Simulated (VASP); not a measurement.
# FeO (P-6m2) in VASP: a series of runs

Runs on FeO. Level: PBE. Tasks: single point.

All numbers are computed with VASP 6.6.1; they aren't measurements. Logs are shortened: lines on timing, memory, paths and dates and some standing lists are left out, and cuts for length are marked.

## 1. The cell of the first run

It takes space group P-6m2 (No. 187, hexagonal). Conventional cell: a = 2.844 Å, b = 2.844 Å, c = 2.775 Å, α = 90.00°, β = 90.00°, γ = 120.00°. Within 2.8 Å of Fe (site symmetry -6m2) lie 6 O at 2.15 Å and 2 Fe at 2.78 Å. Within 2.8 Å of O (site symmetry -6m2) lie 6 Fe at 2.15 Å and 2 O at 2.78 Å.

## 2. Single point, PBE, collinear spin, ferromagnetic start

INCAR

```
SYSTEM = FeO
PREC     = Accurate       ! precision mode
ENCUT    = 600            ! plane-wave cutoff, eV
EDIFF    = 1E-6           ! SCF threshold, eV
ISMEAR   = -1             ! smearing method
SIGMA    = 0.05           ! smearing width, eV
LREAL    = .False.        ! projectors in reciprocal space
LASPH    = .True.         ! aspherical terms in the spheres
NELM     = 200            ! most SCF steps
ALGO     = Normal         ! electronic algorithm
ISIF     = 2              ! what is computed and relaxed
LWAVE    = .False.        ! write WAVECAR
LCHARG   = .False.        ! write CHGCAR
ISPIN    = 2              ! spin polarisation
MAGMOM   = 3 0            ! initial moments
LORBIT   = 11             ! projections on sites
LMAXMIX  = 4              ! l up to which the mixer works
GGA      = PE             ! functional
NBANDS   = 22             ! bands
GGA_COMPAT= .False.
```

KPOINTS

```
Automatic mesh
0
Gamma
  10 10 9
  0 0 0
```

POSCAR

```
FeO
1.0
    2.8436459125      0.0000000000      0.0000000000
   -1.4218229514      2.4626696031      0.0000000000
    0.0000000000      0.0000000000      2.7752575189
Fe O
1 1
Direct
    0.0000000000      0.0000000000      0.0000000000
    0.6666666667      0.3333333333      0.5000000000
```

Potentials or basis: VASP PAW PBE potentials, release 64 (Fe_sv, O).

On the command line:

```bash
$ cat potpaw_PBE.64/Fe_sv/POTCAR potpaw_PBE.64/O/POTCAR > POTCAR
$ mpirun -np 1 vasp_std > vasp.out
```

OUTCAR:

```text
SYSTEM = FeO
   PREC = Accurate
   ENCUT = 600
   EDIFF = 1E-6
   ISMEAR = -1
   LREAL = .False.
   LASPH = .True.
   NELM = 200
   ISIF = 2
   ISPIN = 2
   LORBIT = 11
   GGA = PE

 ion  position               nearest neighbor table
   1  0.000  0.000  0.000-   2 2.15   2 2.15   2 2.15   2 2.15   2 2.15   2 2.15
   2  0.667  0.333  0.500-   1 2.15   1 2.15   1 2.15   1 2.15   1 2.15   1 2.15

  LATTYP: Found a hexagonal cell.
 ALAT       =     2.8436459125
 C/A-ratio  =     0.9759504539

  Lattice vectors:

 A1 = (   2.8436459125,   0.0000000000,   0.0000000000)
 A2 = (  -1.4218229514,   2.4626696031,   0.0000000000)
 A3 = (   0.0000000000,   0.0000000000,   2.7752575189)

Analysis of symmetry for initial positions (statically):
=====================================================================
 Subroutine PRICEL returns:
 Original cell was already a primitive cell.

 Routine SETGRP: Setting up the symmetry group for a
 hexagonal supercell.

 Subroutine GETGRP returns: Found 12 space group operations
 (whereof 12 operations were pure point group operations)
 out of a pool of 24 trial point group operations.

The static configuration has the point symmetry D_3h.

Analysis of symmetry for dynamics (positions and initial velocities):
=====================================================================
 Subroutine PRICEL returns:
 Original cell was already a primitive cell.

 Routine SETGRP: Setting up the symmetry group for a
 hexagonal supercell.

 Subroutine GETGRP returns: Found 12 space group operations
 (whereof 12 operations were pure point group operations)
 out of a pool of 24 trial point group operations.

The dynamic configuration has the point symmetry D_3h.

Analysis of structural, dynamic, and magnetic symmetry:
=====================================================================
 Subroutine PRICEL returns:
 Original cell was already a primitive cell.

 Routine SETGRP: Setting up the symmetry group for a
 hexagonal supercell.

 Subroutine GETGRP returns: Found 12 space group operations
 (whereof 12 operations were pure point group operations)
 out of a pool of 24 trial point group operations.

The overall configuration has the point symmetry D_3h.

 Subroutine INISYM returns: Found 12 space group operations
 (whereof 12 operations are pure point group operations),
 and found     1 'primitive' translations

----------------------------------------------------------------------------------------

                                     Primitive cell

  volume of cell :      19.4350

  direct lattice vectors                    reciprocal lattice vectors
     2.843645912  0.000000000  0.000000000     0.351661223  0.203031701  0.000000000
    -1.421822951  2.462669603  0.000000000     0.000000000  0.406063403  0.000000000
     0.000000000  0.000000000  2.775257519     0.000000000  0.000000000  0.360326922

  length of vectors
     2.843645912  2.843645913  2.775257519     0.406063403  0.406063403  0.360326922

  position of ions in fractional coordinates (direct lattice)
     0.000000000  0.000000000  0.000000000
     0.666666667  0.333333333  0.500000000

  ion indices of the primitive-cell ions
   primitive index   ion index
                 1           1
                 2           2

----------------------------------------------------------------------------------------

 KPOINTS: Automatic mesh

Automatic generation of k-mesh.
 Grid dimensions read from file:
 generate k-points for:   10   10    9

 Generating k-lattice:

  Cartesian coordinates                     Fractional coordinates (reciprocal lattice)
     0.035166122  0.020303170  0.000000000     0.100000000  0.000000000  0.000000000
     0.000000000  0.040606340  0.000000000     0.000000000  0.100000000  0.000000000
     0.000000000  0.000000000  0.040036325     0.000000000  0.000000000  0.111111111

  Length of vectors
     0.040606340  0.040606340  0.040036325

  Shift w.r.t. Gamma in fractional coordinates (k-lattice)
     0.000000000  0.000000000  0.000000000

 Subroutine IBZKPT returns following result:
 ===========================================

 Found     70 irreducible k-points:

 Following reciprocal coordinates:
            Coordinates               Weight
  0.000000  0.000000  0.000000      1.000000
  0.100000 -0.000000  0.000000      6.000000
  0.200000 -0.000000  0.000000      6.000000
  0.300000 -0.000000  0.000000      6.000000
  0.400000 -0.000000  0.000000      6.000000
  0.500000  0.000000  0.000000      3.000000
[... 16 lines left out ...]
  0.300000  0.100000  0.111111     24.000000
  0.400000  0.100000  0.111111     24.000000
 [... further k-points ...]
   k-points           NKPTS =     70   k-points in BZ     NKDIM =     70   number of bands    NBANDS=     22
   number of dos      NEDOS =    301   number of ions     NIONS =      2
   total plane-waves  NPLWV =  13824
   dimension x,y,z NGX =    24 NGY =   24 NGZ =   24
   dimension x,y,z NGXF=    48 NGYF=   48 NGZF=   48
   ions per type =               1   1
   NGX,Y,Z   is equivalent  to a cutoff of  14.03, 14.03, 14.38 a.u.
   NGXF,Y,Z  is equivalent  to a cutoff of  28.06, 28.06, 28.75 a.u.
 SYSTEM =  FeO
   PREC   = accura    normal or accurate (medium, high low for compatibility)
   ISTART =      0    job   : 0-new  1-cont  2-samecut
   ICHARG =      2    charge: 1-file 2-atom 10-const
   ISPIN  =      2    spin polarized calculation?
   LNONCOLLINEAR =      F non collinear calculations
   LSORBIT =      F    spin-orbit coupling
   LASPH  =      T    aspherical Exc in radial PAW
   ENCUT  =  600.0 eV  44.10 Ry    6.64 a.u.   5.68  5.68  5.54*2*pi/ulx,y,z
   NELM   =    200;   NELMIN=  2; NELMDL= -5     # of ELM steps
   EDIFF  = 0.1E-05   stopping-criterion for ELM
   LREAL  =      F    real-space projection
   EDIFFG = 0.1E-04   stopping-criterion for IOM
   NSW    =      0    number of steps for IOM
   IBRION =     -1    ionic relax: 0-MD 1-quasi-New 2-CG
   NFREE  =      0    steps in history (QN), initial steepest desc. (CG)
   ISIF   =      2    stress and relaxation
   ISYM   =      2    0-nonsym 1-usesym 2-fastsym
   POTIM  = 0.5000    time-step for ionic-motion
   TEBEG  =    0.0;   TEEND  =   0.0 temperature during run
   PSTRESS=    0.0 pullay stress
   NELECT =      22.0000    total number of electrons
   NUPDOWN=      -1.0000    fix difference up-down
   EMIN   =  10.00;   EMAX   =-10.00  energy-range for DOS
   EFERMI =   0.00;   METHOD = LEGACY
   ISMEAR =    -1;   SIGMA  =   0.05  broadening in eV -4-tet -1-fermi 0-gaus
   EFERMI_NEDOS =   21; number of points for ismear=-14 and -15
   IALGO  =     38    algorithm
   IMIX   =      4    mixing-type and parameters
     AMIX     =   0.40;   BMIX     =  1.00
     AMIX_MAG =   1.60;   BMIX_MAG =  1.00
  volume/ion in A,a.u.               =       9.72        65.58
  Fermi-wavevector in a.u.,A,eV,Ry     =   1.706164  3.224182 39.606493  2.910995
  Thomas-Fermi vector in A             =   2.785251
   LORBIT       =     11    0 simple, 1 ext, 2 COOP (PROOUT), +10 PAW based schemes
   GGA     = PE    functional components
   LHFCALC =     F    Hartree Fock is set to
   AEXX    =    0.0000 exact exchange contribution
   IVDW    =     0    specifies the selected vdW correction
   LEPSILON=     F    determine dielectric tensor
   LRPA    =     F    only Hartree local field effects (RPA)
 spin polarized calculation
  energy-cutoff  :      600.00
  volume of cell :       19.44
 maximum number of plane-waves:       662
 NGX is ok and might be reduce to    24
   NGX = 11   NGY = 11   NGZ = 11

 number of electron      22.0000005 magnetization       3.9947577

 Free energy of the ion-electron system (eV)
  ---------------------------------------------------
  ext. energy  EPLUGINS =         0.00000000
  ---------------------------------------------------
  free energy    TOTEN  =       -15.11502023 eV

  energy without entropy =      -15.11354043  energy(sigma->0) =      -15.11428033

 E-fermi :   9.4878     XC(G=0): -12.7386

 val. band max:        9.4285007285   @ k =   0.0000   0.0000   0.4444
 cond. band min:       9.5455473926   @ k =   0.1000  -0.0000   0.4444
 fundamental gap:      0.1170466641
 Fermi energy:         9.4878430571

 spin component 1

 k-point     1 :       0.0000    0.0000    0.0000
  band No.  band energies     occupation
      1     -80.1221      1.00000
      2     -46.2014      1.00000
      3     -46.0707      1.00000
      4     -46.0707      1.00000
      5     -10.8952      1.00000
      6       4.4731      1.00000
[... 14 lines left out ...]
     21      35.3014      0.00000
     22      39.0308      0.00000

 k-point     2 :       0.1000   -0.0000    0.0000
  band No.  band energies     occupation
      1     -80.1212      1.00000
      2     -46.2004      1.00000
      3     -46.0787      1.00000
      4     -46.0722      1.00000
      5     -10.7950      1.00000
      6       4.1167      1.00000
[... 542 lines left out ...]
 k-point    24 :       0.4000    0.1000    0.1111
  band No.  band energies     occupation
      1     -80.1117      1.00000
      2     -46.2002      1.00000
      3     -46.1515      1.00000
      4     -46.0954      1.00000
      5      -9.6729      1.00000
      6       1.7230      1.00000
[... 14 lines left out ...]
     21      36.9747      0.00000
     22      39.0799      0.00000

 [... further k-points ...]

 spin component 2

 k-point     1 :       0.0000    0.0000    0.0000
  band No.  band energies     occupation
      1     -75.9435      1.00000
      2     -42.0428      1.00000
      3     -42.0428      1.00000
      4     -42.0047      1.00000
      5     -10.2865      1.00000
      6       6.0446      1.00000
[... 14 lines left out ...]
     21      36.3870      0.00000
     22      39.4129      0.00000

 k-point     2 :       0.1000   -0.0000    0.0000
  band No.  band energies     occupation
      1     -75.9424      1.00000
      2     -42.0528      1.00000
      3     -42.0448      1.00000
      4     -42.0036      1.00000
      5     -10.1827      1.00000
      6       5.5021      1.00000
[... 542 lines left out ...]
 k-point    24 :       0.4000    0.1000    0.1111
  band No.  band energies     occupation
      1     -75.9311      1.00000
      2     -42.1425      1.00000
      3     -42.0729      1.00000
      4     -42.0030      1.00000
      5      -9.0128      1.00000
      6       2.4772      1.00000
[... 14 lines left out ...]
     21      37.5715      0.00000
     22      39.8316      0.00000

 [... further k-points ...]
[... 5 lines left out ...]
  --------------------------------------------------------------------------------------
  -------------------------------------------------------------------------------------
  Total       -0.1707440     -0.1707440     -0.4576277     -0.0000000      0.0000000      0.0000000
  in kB      -14.0757364    -14.0757365    -37.7257575     -0.0000000      0.0000000      0.0000000
  external PRESSURE =     -21.9590768 kB  Pullay stress =       0.0000000 kB

 VOLUME and BASIS-vectors are now :
 -----------------------------------------------------------------------------
  energy-cutoff  :      600.00
  volume of cell :       19.44
      direct lattice vectors                 reciprocal lattice vectors
     2.843645912  0.000000000  0.000000000     0.351661223  0.203031701  0.000000000
    -1.421822951  2.462669603  0.000000000     0.000000000  0.406063403  0.000000000
     0.000000000  0.000000000  2.775257519     0.000000000  0.000000000  0.360326922

 POSITION                                       TOTAL-FORCE (eV/Angst)
 -----------------------------------------------------------------------------------
      0.00000      0.00000      0.00000        -0.000000      0.000000      0.000000
      1.42182      0.82089      1.38763         0.000000      0.000000      0.000000
 -----------------------------------------------------------------------------------
    total drift:                               -0.000000      0.000000      0.000000

  FREE ENERGIE OF THE ION-ELECTRON SYSTEM (eV)
  ---------------------------------------------------
  free  energy   TOTEN  =       -15.1150202349 eV

  energy  without entropy=      -15.1135404330  energy(sigma->0) =      -15.11428033

 total charge

# of ion       s       p       d       tot
------------------------------------------
    1        2.110   6.006   5.483  13.600
    2        1.555   3.432   0.000   4.987
--------------------------------------------------
tot          3.665   9.439   5.483  18.587

 magnetization (x)

# of ion       s       p       d       tot
------------------------------------------
    1        0.009   0.008   3.447   3.463
    2        0.030   0.326   0.000   0.356
--------------------------------------------------
tot          0.039   0.333   3.447   3.819
```

It took 47 s on 1 thread of Intel Xeon Platinum 8259CL at 2.50GHz (Skylake/Cascade Lake), shared host; peak memory 0.18 GiB.

Results:

| Item | Value |
| --- | --- |
| Free energy | -15.1150 eV |
| Pressure | -2.2 GPa |
| Band gap on the k mesh | zero (filled and empty bands overlap) |
| Net moment | 3.99 μB per cell |
| Site moments | Fe +3.46; O +0.36 μB |
| Valence electrons inside the program's atomic spheres | Fe 13.60; O 4.99 |

Stress tensor (GPa, compression positive):
```
-1.41  0.00  0.00
 0.00 -1.41  0.00
 0.00  0.00 -3.77
```

Levels at points of the mesh, in eV from the Fermi level:
Spin up:
| k point | band 10 | band 11 | band 12 | band 13 | band 14 | band 15 | band 16 | band 17 |
| --- | --- | --- | --- | --- | --- | --- | --- | --- |
| (0.00, 0.00, 0.00) | -2.72 | -2.72 | -0.99 | -0.99 | 0.56 | 14.18 | 16.10 | 16.10 |
| (0.50, 0.00, 0.00) | -2.88 | -2.04 | -2.00 | -0.49 | 5.32 | 8.66 | 14.46 | 16.84 |
Spin down:
```csv
k point,band 5,band 6,band 7,band 8,band 9,band 10,band 11,band 12,band 13,band 14
"(0.00, 0.00, 0.00)",-19.77,-3.44,-3.44,-3.15,-1.98,1.37,1.37,1.45,1.52,1.52
"(0.50, 0.00, 0.00)",-18.55,-7.33,-3.83,-3.26,-1.54,1.14,1.23,1.49,2.49,5.96
```

Caveat: a cell with one magnetic atom can't hold antiferromagnetic order, which such compounds often take; semilocal functionals often make such compounds metallic where correlation or magnetic order opens a gap, which also shifts bond lengths. With open d or f shells a metallic result of PBE can be an artefact of self-interaction; +U or a hybrid may open a gap.

## 3. Single point, PBE, collinear spin, ferromagnetic start

This run uses another cell than the first one, of 10.75 Å³/atom, 1.106 times its volume.

INCAR

```
SYSTEM = FeO
PREC = Accurate ; ENCUT = 600
EDIFF = 1E-6 ; ISMEAR = -1
SIGMA = 0.05 ; LREAL = .False.
LASPH = .True. ; NELM = 200
ALGO = Normal ; ISIF = 2
LWAVE = .False. ; LCHARG = .True.
ISPIN = 2 ; MAGMOM = 3 0
LORBIT = 11 ; LMAXMIX = 4
GGA = PE ; LELF = .True.
LVHAR = .True. ; NBANDS = 22
GGA_COMPAT = .False.
```

KPOINTS is that of step 2.

POSCAR

```
FeO
1.0
    2.9411060159      0.0000000000      0.0000000000
   -1.4705530029      2.5470725286      0.0000000000
    0.0000000000      0.0000000000      2.8703737510
Fe O
1 1
Direct
    0.0000000000      0.0000000000      0.0000000000
    0.6666666667      0.3333333333      0.5000000000
```

Potentials or basis: VASP PAW PBE potentials, release 64 (Fe_sv, O).

On the command line:

```bash
$ cat potpaw_PBE.64/Fe_sv/POTCAR potpaw_PBE.64/O/POTCAR > POTCAR
$ mpirun -np 1 vasp_std > vasp.out
```

Wall time 34 s (1 thread of Intel Xeon 6975P-C (Granite Rapids), shared host); peak memory 0.19 GiB.

Results (log left out):

| Quantity | Value |
| --- | --- |
| Free energy | -15.0020 eV |
| Pressure | -17.7 GPa |
| Band gap on the k mesh | zero (filled and empty bands overlap) |
| Net moment | 4.00 μB per cell |
| Site moments | Fe +3.48; O +0.34 μB |
| Valence electrons inside the program's atomic spheres | Fe 13.56; O 4.93 |

Stress tensor (GPa, compression positive):
```
-15.58   0.00   0.00
  0.00 -15.58   0.00
  0.00   0.00 -22.05
```

Levels at points of the mesh, in eV from the Fermi level:
Spin up:
| k point | band 11 | band 12 | band 13 | band 14 | band 15 | band 16 |
| --- | --- | --- | --- | --- | --- | --- |
| (0.00, 0.00, 0.00) | -2.86 | -1.13 | -1.13 | -0.01 | 13.62 | 15.19 |
| (0.50, 0.00, 0.00) | -2.19 | -2.18 | -0.71 | 4.77 | 7.65 | 13.80 |
Spin down:
| k point | band 5 | band 6 | band 7 | band 8 | band 9 | band 10 | band 11 | band 12 | band 13 | band 14 |
| --- | --- | --- | --- | --- | --- | --- | --- | --- | --- | --- |
| (0.00, 0.00, 0.00) | -19.05 | -3.07 | -3.07 | -2.86 | -1.74 | 0.89 | 1.24 | 1.24 | 1.32 | 1.32 |
| (0.50, 0.00, 0.00) | -18.05 | -6.62 | -3.41 | -2.94 | -1.29 | 1.04 | 1.05 | 1.29 | 2.21 | 5.36 |

Caveat: a cell with one magnetic atom can't hold antiferromagnetic order, which such compounds often take; semilocal functionals often make such compounds metallic where correlation or magnetic order opens a gap, which also shifts bond lengths. With open d or f shells a metallic result of PBE can be an artefact of self-interaction; +U or a hybrid may open a gap.

(Continued in part 2 of 2.)
